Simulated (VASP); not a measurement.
# Sr2Ti2HO6 (a cell with a defect) in VASP: settings compared, part 2 of 2

VASP 6.6.1. The steps go on from the part before.

### 4 Single point, revPBE

File INCAR:

```
SYSTEM = Sr2Ti2HO6
  ALGO = Normal
  EDIFF = 1E-6
  ENCUT = 520
  GGA = RE
  GGA_COMPAT = .FALSE.
  ISIF = 2
  ISMEAR = -1
  ISYM = 0
  LASPH = .TRUE.
  LCHARG = .TRUE.
  LELF = .TRUE.
  LREAL = .FALSE.
  LVHAR = .TRUE.
  LWAVE = .FALSE.
  NBANDS = 52
  NELECT = 82.0
  NELM = 120
  PREC = Accurate
  SIGMA = 0.05
```

File KPOINTS:

```
Automatic mesh
0
Gamma
  1 1 1
  0.25 0.25 0.25
```

File POSCAR:

```
Sr2Ti2HO6
1.0
    7.7828210000      0.0000000000      0.0000000000
    0.0000000000      3.8914100000      0.0000000000
    0.0000000000      0.0000000000      3.8914100000
Sr Ti O H
2 2 6 1
Direct
    0.0046960000      0.0131350000      0.0099260000
    0.4988240000      0.9933710000      0.9934830000
    0.2433340000      0.4997460000      0.4939730000
    0.7477770000      0.4964740000      0.5111200000
    0.2529930000      0.4835950000      0.9896310000
    0.7487450000      0.4981300000      0.9876380000
    0.9975960000      0.5026830000      0.5080430000
    0.4978200000      0.4989370000      0.5227140000
    0.2505580000      0.0031080000      0.4961470000
    0.7538640000      0.9924980000      0.5108560000
    0.2420100000      0.9944670000      0.9958300000
```

Potentials or basis: VASP PAW PBE potentials, release 64 (Sr_sv, Ti_sv, O, H).

Command:

```
cat potpaw_PBE.64/Sr_sv/POTCAR potpaw_PBE.64/Ti_sv/POTCAR potpaw_PBE.64/O/POTCAR potpaw_PBE.64/H/POTCAR > POTCAR
mpirun -np 1 vasp_std > vasp.out
```

OUTCAR:

```text
SYSTEM = Sr2Ti2HO6
   EDIFF = 1E-6
   ENCUT = 520
   GGA = RE
   ISIF = 2
   ISMEAR = -1
   ISYM = 0
   LASPH = .TRUE.
   LREAL = .FALSE.
   NELECT = 82.0
   NELM = 120
   PREC = Accurate

 ion  position               nearest neighbor table
   1  0.005  0.013  0.010-  11 1.85   5 2.66   9 2.69   7 2.72   7 2.73   6 2.75  10 2.75  10 2.76
                             9 2.77   7 2.78   7 2.79   5 2.83   6 2.83   3 3.25   3 3.31   3 3.33
   2  0.499  0.993  0.993-  11 2.00   8 2.66   8 2.69   5 2.70  10 2.73   9 2.74   6 2.74   9 2.75
                             5 2.76   6 2.76   8 2.82  10 2.83   8 2.85   4 3.32   4 3.33   3 3.38
   3  0.243  0.500  0.494-   7 1.91   5 1.93   9 1.93   9 1.96   5 1.97   8 1.98   1 3.25   1 3.31
                             1 3.33   2 3.38   2 3.38   1 3.39   2 3.41   2 3.41
   4  0.748  0.496  0.511-   6 1.85  10 1.93   7 1.94   8 1.95  10 1.96   6 2.04   2 3.32   2 3.33
                             1 3.36   1 3.37   2 3.40   2 3.41   1 3.44   1 3.44
   5  0.253  0.484  0.990-   3 1.93   3 1.97   1 2.66   2 2.70   2 2.76   1 2.83
   6  0.749  0.498  0.988-   4 1.85   4 2.04   2 2.74   1 2.75   2 2.76   1 2.83
   7  0.998  0.503  0.508-   3 1.91   4 1.94   1 2.72   1 2.73   1 2.78   1 2.79
   8  0.498  0.499  0.523-   4 1.95   3 1.98   2 2.66   2 2.69   2 2.82   2 2.85
   9  0.251  0.003  0.496-   3 1.93   3 1.96   1 2.69   2 2.74   2 2.75   1 2.77
  10  0.754  0.992  0.511-   4 1.93   4 1.96   2 2.73   1 2.75   1 2.76   2 2.83
  11  0.242  0.994  0.996-   1 1.85   2 2.00

IMPORTANT INFORMATION: All symmetrisations will be switched off!
NOSYMM: (Re-)initialisation of all symmetry stuff for point group C_1.

----------------------------------------------------------------------------------------

                                     Primitive cell

  volume of cell :     117.8558

  direct lattice vectors                    reciprocal lattice vectors
     7.782821000  0.000000000  0.000000000     0.128488115  0.000000000  0.000000000
     0.000000000  3.891410000  0.000000000     0.000000000  0.256976263  0.000000000
     0.000000000  0.000000000  3.891410000     0.000000000  0.000000000  0.256976263

  length of vectors
     7.782821000  3.891410000  3.891410000     0.128488115  0.256976263  0.256976263
[... 112 lines left out ...]
 maximum number of plane-waves:      3172
 NGX is ok and might be reduce to    60
   NGX = 29   NGY = 15   NGZ = 15

 number of electron      82.0000000 magnetization

 Free energy of the ion-electron system (eV)
  ---------------------------------------------------
  ext. energy  EPLUGINS =         0.00000000
  ---------------------------------------------------
  free energy    TOTEN  =       -69.52244500 eV

  energy without entropy =      -69.52034191  energy(sigma->0) =      -69.52139345

 E-fermi :   7.3275     XC(G=0): -11.4004

 val. band max:        7.0058265168   @ k =   0.2500  -0.2500  -0.2500
 cond. band min:       7.6593666764   @ k =   0.2500  -0.2500   0.2500
 fundamental gap:      0.6535401596
 Fermi energy:         7.3274850128

 k-point     1 :       0.2500    0.2500    0.2500
  band No.  band energies     occupation
      1     -51.9960      2.00000
      2     -50.8968      2.00000
      3     -28.3360      2.00000
      4     -28.2976      2.00000
      5     -28.2649      2.00000
      6     -28.2203      2.00000
[... 209 lines left out ...]
     51      11.9586      0.00000
     52      12.0000      0.00000

------------------------ aborting loop because EDIFF is reached ----------------------------------------

  FORCE on cell =-STRESS in cart. coord.  units (eV):
  Direction    XX          YY          ZZ          XY          YZ          ZX
  --------------------------------------------------------------------------------------
  -------------------------------------------------------------------------------------
  Total       20.4867709     22.4416308     22.9357951     -0.1354565      0.0423272     -0.1093189
  in kB      278.5050474    305.0801645    311.7980243     -1.8414472      0.5754127     -1.4861228
  external PRESSURE =     298.4610787 kB  Pullay stress =       0.0000000 kB

 VOLUME and BASIS-vectors are now :
 -----------------------------------------------------------------------------
  energy-cutoff  :      520.00
  volume of cell :      117.86
      direct lattice vectors                 reciprocal lattice vectors
     7.782821000  0.000000000  0.000000000     0.128488115  0.000000000  0.000000000
     0.000000000  3.891410000  0.000000000     0.000000000  0.256976263  0.000000000
     0.000000000  0.000000000  3.891410000     0.000000000  0.000000000  0.256976263

 POSITION                                       TOTAL-FORCE (eV/Angst)
 -----------------------------------------------------------------------------------
      0.03655      0.05111      0.03863        -1.118788     -0.224047     -0.159322
      3.88226      3.86561      3.86605        -0.156479      0.066282      0.098321
      1.89382      1.94472      1.92225         1.219073     -0.262690      0.041191
      5.81981      1.93198      1.98898        -0.107817      0.011055     -0.557545
      1.96900      1.88187      3.85106        -0.528997      0.447460      0.694121
      5.82735      1.93843      3.84330         0.004397     -0.091444      1.501114
      7.76411      1.95615      1.97700        -0.450345     -0.090596     -0.351076
      3.87444      1.94157      2.03409         0.812698      0.008487     -0.717465
      1.95005      0.01209      1.93071        -0.375242     -0.072951     -0.069999
      5.86719      3.86222      1.98795        -0.322721      0.397860     -0.401533
      1.88352      3.86988      3.87518         1.024220     -0.189416     -0.077807
 -----------------------------------------------------------------------------------
    total drift:                                0.000292     -0.000055      0.000277

  FREE ENERGIE OF THE ION-ELECTRON SYSTEM (eV)
  ---------------------------------------------------
  free  energy   TOTEN  =       -69.5224450002 eV

  energy  without entropy=      -69.5203419081  energy(sigma->0) =      -69.52139345
```

OSZICAR:

```text
N       E                     dE             d eps       ncg     rms          rms(c)
DAV:   1     0.105593963662E+04    0.10559E+04   -0.41837E+04   416   0.176E+03
DAV:   2     0.719430177845E+02   -0.98400E+03   -0.92978E+03   452   0.514E+02
DAV:   3    -0.802443770240E+02   -0.15219E+03   -0.14861E+03   548   0.188E+02
DAV:   4    -0.902749404279E+02   -0.10031E+02   -0.10013E+02   648   0.474E+01
DAV:   5    -0.906855339640E+02   -0.41059E+00   -0.41034E+00   568   0.758E+00    0.467E+01
DAV:   6    -0.698520356487E+02    0.20833E+02   -0.13325E+02   616   0.740E+01    0.251E+01
DAV:   7    -0.702383495620E+02   -0.38631E+00   -0.41903E+01   624   0.350E+01    0.192E+01
DAV:   8    -0.698571760195E+02    0.38117E+00   -0.13585E+01   600   0.178E+01    0.675E+00
DAV:   9    -0.696619801355E+02    0.19520E+00   -0.78288E+00   628   0.109E+01    0.466E+00
DAV:  10    -0.695258611837E+02    0.13612E+00   -0.60375E-01   612   0.769E+00    0.128E+00
DAV:  11    -0.695196676671E+02    0.61935E-02   -0.73303E-02   652   0.195E+00    0.729E-01
DAV:  12    -0.695245902237E+02   -0.49226E-02   -0.81211E-02   668   0.161E+00    0.739E-01
DAV:  13    -0.695239263152E+02    0.66391E-03   -0.78288E-02   616   0.147E+00    0.303E-01
DAV:  14    -0.695224245455E+02    0.15018E-02   -0.10138E-02   620   0.606E-01    0.684E-02
DAV:  15    -0.695224939892E+02   -0.69444E-04   -0.97918E-04   592   0.192E-01    0.774E-02
DAV:  16    -0.695224388283E+02    0.55161E-04   -0.71241E-04   660   0.160E-01    0.211E-02
DAV:  17    -0.695224445658E+02   -0.57375E-05   -0.59656E-05   576   0.449E-02    0.134E-02
DAV:  18    -0.695224450002E+02   -0.43437E-06   -0.84213E-06   496   0.144E-02
   1 F= -.69522445E+02 E0= -.69521393E+02  d E =-.210309E-02
```

Wall time 30 s (1 thread of AMD EPYC 9R45 (Zen 5), shared host); peak memory 0.2 GiB.

Results:

```
Free energy   : -69.5224 eV
Largest force : 1.504 eV/Å
```

Forces in eV/Å, atoms in the order of the input:
```
Sr  -1.119 -0.224 -0.159
Sr  -0.156  0.066  0.098
Ti   1.219 -0.263  0.041
Ti  -0.108  0.011 -0.558
O   -0.529  0.447  0.694
O    0.004 -0.091  1.501
O   -0.450 -0.091 -0.351
O    0.813  0.008 -0.717
O   -0.375 -0.073 -0.070
O   -0.323  0.398 -0.402
H    1.024 -0.189 -0.078
```

Caveat: the k points lie up to 1.61 Å⁻¹ apart; the cell carries a net charge on a neutralising background, which shifts energy and pressure; the cell is charged against a uniform background, so pressure and absolute levels hang on convention; the PAW data sets were made with another functional, which shifts forces and pressure a little.

### 5 Single point, PBEsol

File INCAR:

```
  ALGO = Normal
  EDIFF = 1E-6
  ENCUT = 520
  GGA = PS
  GGA_COMPAT = F
  ISIF = 2
  ISMEAR = -1
  LASPH = T
  LCHARG = T
  LELF = T
  LREAL = F
  LVHAR = T
  LWAVE = F
  NBANDS = 52
  NELECT = 80.0
  NELM = 120
  PREC = Accurate
  SIGMA = 0.05
```

File KPOINTS:

```
k-points
0
Gamma
  2 2 1
```

POSCAR is that of step 4.

Command:

```
cat potpaw_PBE.64/Sr_sv/POTCAR potpaw_PBE.64/Ti_sv/POTCAR potpaw_PBE.64/O/POTCAR potpaw_PBE.64/H/POTCAR > POTCAR
mpirun -np 1 vasp_std > vasp.out
```

Wall time 36 s (1 thread of AMD EPYC 9R45 (Zen 5), shared host); peak memory 0.2 GiB.

It converged, with:

```
Free energy   : -80.9728 eV
Largest force : 3.407 eV/Å
```

Forces on the atoms (eV/Å):
```
Sr  -3.402  0.060 -0.181
Sr   1.795  0.013  0.072
Ti  -1.743  2.010  0.035
Ti  -1.291  0.160  2.496
O    1.404 -2.104  0.677
O    0.317 -0.164 -0.592
O    1.078 -0.097 -0.371
O    0.498  0.124 -0.793
O   -0.050 -0.568 -0.150
O    0.193  0.167 -1.058
H    1.200  0.400 -0.135
```

Levels at points of the mesh, in eV from the Fermi level:
```
           k point  band 36  band 37  band 38  band 39  band 40  band 41  band 42  band 43  band 44  band 45
(0.00, 0.00, 0.00)    -0.62    -0.52    -0.20    -0.09    -0.07     0.00     1.32     1.52     1.54     1.74
(0.50, 0.00, 0.00)    -0.86    -0.70    -0.50    -0.14    -0.12     0.07     1.34     1.73     2.43     2.48
(0.00, 0.50, 0.00)    -0.95    -0.85    -0.39    -0.35    -0.07     1.65     2.96     3.22     3.39     3.43
(0.50, 0.50, 0.00)    -0.97    -0.74    -0.68    -0.64    -0.57     2.49     2.72     2.96     3.22     3.49
```

Caveat: the k points lie up to 1.61 Å⁻¹ apart; the cell carries a net charge on a neutralising background, which shifts energy and pressure; the cell is charged against a uniform background, so pressure and absolute levels hang on convention; the PAW data sets were made with another functional, which shifts forces and pressure a little.
